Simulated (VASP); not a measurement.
Input of a VASP 6.6.1 run:

POSCAR

```
P
1.0
    1.6586556482     -5.5012310827      0.0000000000
    1.6586556482      5.5012310827      0.0000000000
    0.0000000000      0.0000000000      4.5737267689
P
4
Direct
    0.9041431300      0.0958568700      0.5888151700
    0.0958568700      0.9041431300      0.4111848300
    0.5958568700      0.4041431300      0.0888151700
    0.4041431300      0.5958568700      0.9111848300
```

INCAR.step1

```
SYSTEM = P
PREC = Accurate
ENCUT = 520
ISMEAR = -1
SIGMA = 0.05
LREAL = .False.
LASPH = .True.
NELM = 60
NBANDS = 18
GGA = PE
ALGO = Normal
EDIFF = 1E-4
LWAVE = .True.
LCHARG = .False.
```

The input INCAR.step2:

```
SYSTEM = P
PREC = Accurate
ENCUT = 520
EDIFF = 1E-6
ISMEAR = -1
SIGMA = 0.05
LREAL = .False.
LASPH = .True.
NELM = 60
ALGO = Normal
ISIF = 2
LWAVE = .False.
LCHARG = .False.
METAGGA = R2SCAN
LMIXTAU = .True.
LUSE_VDW = .True.
IVDW_NL = 2
BPARAM = 11.95
CPARAM = 0.0093
NBANDS = 18
ISTART = 1
```

The input KPOINTS:

```
regular mesh
0
Gamma
  8 8 6
  0 0 0
```

Potentials or basis: VASP PAW PBE potentials, release 64 (P).

Command:

```console
$ cat potpaw_PBE.64/P/POTCAR > POTCAR
$ cp INCAR.step1 INCAR
$ mpirun -np 1 vasp_std > vasp.out
$ cp INCAR.step2 INCAR
$ mpirun -np 1 vasp_std > vasp.out
```

Question: What does it give for the largest force?

Answer: 0.111 eV/Å.

Question: Estimate the band gap on the k mesh.

Answer: 0.26 eV.

Stress tensor (GPa, compression positive):
```
-2.45  0.00  0.00
 0.00 -1.77  0.00
 0.00  0.00 -2.06
```

Caveat: semilocal functionals underestimate gaps, and a narrow one can read as zero; the PAW data sets were made with another functional, which shifts forces and pressure a little. A k mesh can miss the band edges.
